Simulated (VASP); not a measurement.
# ScPt (Pm-3m) in VASP: a series of runs, part 2 of 2

VASP 6.6.1. Earlier steps stand in the parts before.

**3. Single point, LDA**

This run uses another cell than the first one, of 17.48 Å³/atom, 1.020 times its volume.

Input file INCAR:

```
SYSTEM = ScPt
PREC = Accurate
ENCUT = 500
EDIFF = 1E-6
ISMEAR = 1
SIGMA = 0.1
LREAL = .FALSE.
LASPH = .TRUE.
NELM = 120
ALGO = Normal
ISIF = 2
LWAVE = .FALSE.
LCHARG = .FALSE.
GGA = CA
NBANDS = 18
GGA_COMPAT = .FALSE.
```

Input file KPOINTS:

```
Automatic mesh
0
G
  7 7 7
  0 0 0
```

Input file POSCAR:

```
ScPt
1.0
    3.2700000000      0.0000000000      0.0000000000
    0.0000000000      3.2700000000      0.0000000000
    0.0000000000      0.0000000000      3.2700000000
Sc Pt
1 1
Direct
    0.5000000000      0.5000000000      0.5000000000
    0.0000000000      0.0000000000      0.0000000000
```

Potentials or basis: VASP PAW LDA potentials, release 64 (Sc_sv, Pt).

The run is started by

```
cat potpaw_LDA.64/Sc_sv/POTCAR potpaw_LDA.64/Pt/POTCAR > POTCAR
mpirun -np 1 vasp_std > vasp.out
```

OUTCAR:

```text
SYSTEM = ScPt
   PREC = Accurate
   ENCUT = 500
   EDIFF = 1E-6
   ISMEAR = 1
   LREAL = .FALSE.
   LASPH = .TRUE.
   NELM = 120
   ISIF = 2
   GGA = CA

 ion  position               nearest neighbor table
   1  0.500  0.500  0.500-   2 2.83   2 2.83   2 2.83   2 2.83   2 2.83   2 2.83   2 2.83   2 2.83

   2  0.000  0.000  0.000-   1 2.83   1 2.83   1 2.83   1 2.83   1 2.83   1 2.83   1 2.83   1 2.83

  LATTYP: Found a simple cubic cell.
 ALAT       =     3.2700000000

  Lattice vectors:

 A1 = (   3.2700000000,   0.0000000000,   0.0000000000)
 A2 = (   0.0000000000,   3.2700000000,   0.0000000000)
 A3 = (   0.0000000000,   0.0000000000,   3.2700000000)

Analysis of symmetry for initial positions (statically):
=====================================================================
 Subroutine PRICEL returns:
 Original cell was already a primitive cell.

 Routine SETGRP: Setting up the symmetry group for a
 simple cubic supercell.

 Subroutine GETGRP returns: Found 48 space group operations
 (whereof 48 operations were pure point group operations)
 out of a pool of 48 trial point group operations.

The static configuration has the point symmetry O_h .

Analysis of symmetry for dynamics (positions and initial velocities):
=====================================================================
 Subroutine PRICEL returns:
 Original cell was already a primitive cell.

 Routine SETGRP: Setting up the symmetry group for a
 simple cubic supercell.

 Subroutine GETGRP returns: Found 48 space group operations
 (whereof 48 operations were pure point group operations)
 out of a pool of 48 trial point group operations.

The dynamic configuration has the point symmetry O_h .

 Subroutine INISYM returns: Found 48 space group operations
 (whereof 48 operations are pure point group operations),
 and found     1 'primitive' translations

----------------------------------------------------------------------------------------

                                     Primitive cell

  volume of cell :      34.9658

  direct lattice vectors                    reciprocal lattice vectors
     3.270000000  0.000000000  0.000000000     0.305810398  0.000000000  0.000000000
     0.000000000  3.270000000  0.000000000     0.000000000  0.305810398  0.000000000
     0.000000000  0.000000000  3.270000000     0.000000000  0.000000000  0.305810398

  length of vectors
     3.270000000  3.270000000  3.270000000     0.305810398  0.305810398  0.305810398

  position of ions in fractional coordinates (direct lattice)
     0.500000000  0.500000000  0.500000000
     0.000000000  0.000000000  0.000000000

  ion indices of the primitive-cell ions
   primitive index   ion index
                 1           1
                 2           2

----------------------------------------------------------------------------------------

 KPOINTS: Automatic mesh

Automatic generation of k-mesh.
 Grid dimensions read from file:
 generate k-points for:    7    7    7

 Generating k-lattice:

  Cartesian coordinates                     Fractional coordinates (reciprocal lattice)
     0.043687200  0.000000000  0.000000000     0.142857143  0.000000000  0.000000000
     0.000000000  0.043687200  0.000000000     0.000000000  0.142857143  0.000000000
     0.000000000  0.000000000  0.043687200     0.000000000  0.000000000  0.142857143

  Length of vectors
     0.043687200  0.043687200  0.043687200

  Shift w.r.t. Gamma in fractional coordinates (k-lattice)
     0.000000000  0.000000000  0.000000000

 Subroutine IBZKPT returns following result:
 ===========================================

 Found     20 irreducible k-points:

 Following reciprocal coordinates:
            Coordinates               Weight
  0.000000  0.000000  0.000000      1.000000
  0.142857  0.000000  0.000000      6.000000
  0.285714  0.000000  0.000000      6.000000
  0.428571  0.000000  0.000000      6.000000
  0.142857  0.142857  0.000000     12.000000
  0.285714  0.142857  0.000000     24.000000
[... 12 lines left out ...]
  0.428571  0.428571  0.285714     24.000000
  0.428571  0.428571  0.428571      8.000000
   k-points           NKPTS =     20   k-points in BZ     NKDIM =     20   number of bands    NBANDS=     18
   number of dos      NEDOS =    301   number of ions     NIONS =      2
   total plane-waves  NPLWV =  13824
   dimension x,y,z NGX =    24 NGY =   24 NGZ =   24
   dimension x,y,z NGXF=    48 NGYF=   48 NGZF=   48
   ions per type =               1   1
   NGX,Y,Z   is equivalent  to a cutoff of  12.20, 12.20, 12.20 a.u.
   NGXF,Y,Z  is equivalent  to a cutoff of  24.40, 24.40, 24.40 a.u.
 SYSTEM =  ScPt
   PREC   = accura    normal or accurate (medium, high low for compatibility)
   ISTART =      0    job   : 0-new  1-cont  2-samecut
   ICHARG =      2    charge: 1-file 2-atom 10-const
   ISPIN  =      1    spin polarized calculation?
   LNONCOLLINEAR =      F non collinear calculations
   LSORBIT =      F    spin-orbit coupling
   LASPH  =      T    aspherical Exc in radial PAW
   ENCUT  =  500.0 eV  36.75 Ry    6.06 a.u.   5.96  5.96  5.96*2*pi/ulx,y,z
   NELM   =    120;   NELMIN=  2; NELMDL= -5     # of ELM steps
   EDIFF  = 0.1E-05   stopping-criterion for ELM
   LREAL  =      F    real-space projection
   EDIFFG = 0.1E-04   stopping-criterion for IOM
   NSW    =      0    number of steps for IOM
   IBRION =     -1    ionic relax: 0-MD 1-quasi-New 2-CG
   NFREE  =      0    steps in history (QN), initial steepest desc. (CG)
   ISIF   =      2    stress and relaxation
   ISYM   =      2    0-nonsym 1-usesym 2-fastsym
   POTIM  = 0.5000    time-step for ionic-motion
   TEBEG  =    0.0;   TEEND  =   0.0 temperature during run
   PSTRESS=    0.0 pullay stress
   NELECT =      21.0000    total number of electrons
   NUPDOWN=      -1.0000    fix difference up-down
   EMIN   =  10.00;   EMAX   =-10.00  energy-range for DOS
   EFERMI =   0.00;   METHOD = LEGACY
   ISMEAR =     1;   SIGMA  =   0.10  broadening in eV -4-tet -1-fermi 0-gaus
   EFERMI_NEDOS =   21; number of points for ismear=-14 and -15
   IALGO  =     38    algorithm
   IMIX   =      4    mixing-type and parameters
     AMIX     =   0.40;   BMIX     =  1.00
     AMIX_MAG =   1.60;   BMIX_MAG =  1.00
  volume/ion in A,a.u.               =      17.48       117.98
  Fermi-wavevector in a.u.,A,eV,Ry     =   1.381233  2.610151 25.957245  1.907804
  Thomas-Fermi vector in A             =   2.506036
   LORBIT       =      0    0 simple, 1 ext, 2 COOP (PROOUT), +10 PAW based schemes
   GGA     = CA    functional components
   LHFCALC =     F    Hartree Fock is set to
   AEXX    =    0.0000 exact exchange contribution
   IVDW    =     0    specifies the selected vdW correction
   LEPSILON=     F    determine dielectric tensor
   LRPA    =     F    only Hartree local field effects (RPA)
 non-spin polarized calculation
 Methfessel and Paxton  Order N= 1 SIGMA  =   0.10
  energy-cutoff  :      500.00
  volume of cell :       34.97
 maximum number of plane-waves:       903
 NGX is ok and might be reduce to    24
   NGX = 11   NGY = 11   NGZ = 11

 number of electron      20.9999992 magnetization

 Free energy of the ion-electron system (eV)
  ---------------------------------------------------
  ext. energy  EPLUGINS =         0.00000000
  ---------------------------------------------------
  free energy    TOTEN  =       -16.60507241 eV

  energy without entropy =      -16.60122557  energy(sigma->0) =      -16.60379013

 E-fermi :   7.6973     XC(G=0): -12.2370

 val. band max:        7.6716559784   @ k =   0.4286   0.2857   0.2857
 cond. band min:       7.7640380602   @ k =   0.4286   0.4286   0.2857
 fundamental gap:      0.0923820818
 Fermi energy:         7.6972988715

 k-point     1 :       0.0000    0.0000    0.0000
  band No.  band energies     occupation
      1     -41.3712      2.00000
      2     -20.2423      2.00000
      3     -20.2423      2.00000
      4     -20.2423      2.00000
      5      -0.2356      2.00000
      6       2.6281      2.00000
[... 10 lines left out ...]
     17      15.1494      0.00000
     18      15.1494      0.00000
[... 379 lines left out ...]
 k-point    20 :       0.4286    0.4286    0.4286
  band No.  band energies     occupation
      1     -41.3096      2.00000
      2     -20.4214      2.00000
      3     -20.4214      2.00000
      4     -20.4200      2.00000
      5       3.4502      2.00000
      6       3.5899      2.00000
[... 10 lines left out ...]
     17      15.9801      0.00000
     18      15.9801      0.00000

------------------------ aborting loop because EDIFF is reached ----------------------------------------

  FORCE on cell =-STRESS in cart. coord.  units (eV):
  Direction    XX          YY          ZZ          XY          YZ          ZX
  --------------------------------------------------------------------------------------
  -------------------------------------------------------------------------------------
  Total       -0.9373905     -0.9373905     -0.9373905      0.0000000     -0.0000000      0.0000000
  in kB      -42.9524414    -42.9524414    -42.9524414      0.0000000     -0.0000000      0.0000000
  external PRESSURE =     -42.9524414 kB  Pullay stress =       0.0000000 kB

 VOLUME and BASIS-vectors are now :
 -----------------------------------------------------------------------------
  energy-cutoff  :      500.00
  volume of cell :       34.97
      direct lattice vectors                 reciprocal lattice vectors
     3.270000000  0.000000000  0.000000000     0.305810398  0.000000000  0.000000000
     0.000000000  3.270000000  0.000000000     0.000000000  0.305810398  0.000000000
     0.000000000  0.000000000  3.270000000     0.000000000  0.000000000  0.305810398

 POSITION                                       TOTAL-FORCE (eV/Angst)
 -----------------------------------------------------------------------------------
      1.63500      1.63500      1.63500         0.000000      0.000000      0.000000
      0.00000      0.00000      0.00000         0.000000      0.000000      0.000000
 -----------------------------------------------------------------------------------
    total drift:                                0.000000      0.000000     -0.000000

  FREE ENERGIE OF THE ION-ELECTRON SYSTEM (eV)
  ---------------------------------------------------
  free  energy   TOTEN  =       -16.6050724094 eV

  energy  without entropy=      -16.6012255706  energy(sigma->0) =      -16.60379013
```

OSZICAR:

```text
N       E                     dE             d eps       ncg     rms          rms(c)
DAV:   1     0.184602291092E+03    0.18460E+03   -0.10209E+04   752   0.119E+03
DAV:   2    -0.894257651352E+01   -0.19354E+03   -0.18686E+03   736   0.360E+02
DAV:   3    -0.178067733206E+02   -0.88642E+01   -0.83993E+01   990   0.880E+01
DAV:   4    -0.179969461038E+02   -0.19017E+00   -0.18875E+00  1076   0.126E+01
DAV:   5    -0.179982554351E+02   -0.13093E-02   -0.13092E-02   920   0.830E-01    0.983E+00
DAV:   6    -0.168305155367E+02    0.11677E+01   -0.17510E+00  1002   0.195E+01    0.405E+00
DAV:   7    -0.166368790289E+02    0.19364E+00   -0.71786E-01   962   0.656E+00    0.116E+00
DAV:   8    -0.166112789803E+02    0.25600E-01   -0.87663E-02  1078   0.306E+00    0.588E-01
DAV:   9    -0.166060128987E+02    0.52661E-02   -0.21734E-02   876   0.232E+00    0.262E-01
DAV:  10    -0.166052280235E+02    0.78488E-03   -0.61651E-03   944   0.113E+00    0.807E-02
DAV:  11    -0.166050724291E+02    0.15559E-03   -0.61062E-04  1042   0.342E-01    0.956E-03
DAV:  12    -0.166050724094E+02    0.19728E-07   -0.87689E-06   850   0.241E-02
   1 F= -.16605072E+02 E0= -.16603790E+02  d E =-.384684E-02
```

stdout:

```text
POSCAR found type information on POSCAR ScPt
 POSCAR found :  2 types and       2 ions
 scaLAPACK will be used
 LDA part: xc-table for (Slater(with rela. corr.)+CA(PZ))
 , standard interpolation
 POSCAR, INCAR and KPOINTS ok, starting setup
 FFT: planning ... GRIDC
 FFT: planning ... GRID_SOFT
 FFT: planning ... GRID
 WAVECAR not read
 entering main loop
```

Wall time 6 s (1 thread of Intel Xeon Platinum 8488C (Sapphire Rapids), shared host); peak memory 0.13 GiB.

What came out:

```
Free energy : -16.6051 eV
Pressure    : -4.3 GPa
```

Caveat: spin-orbit coupling is left out, which moves the levels of the heavy elements.
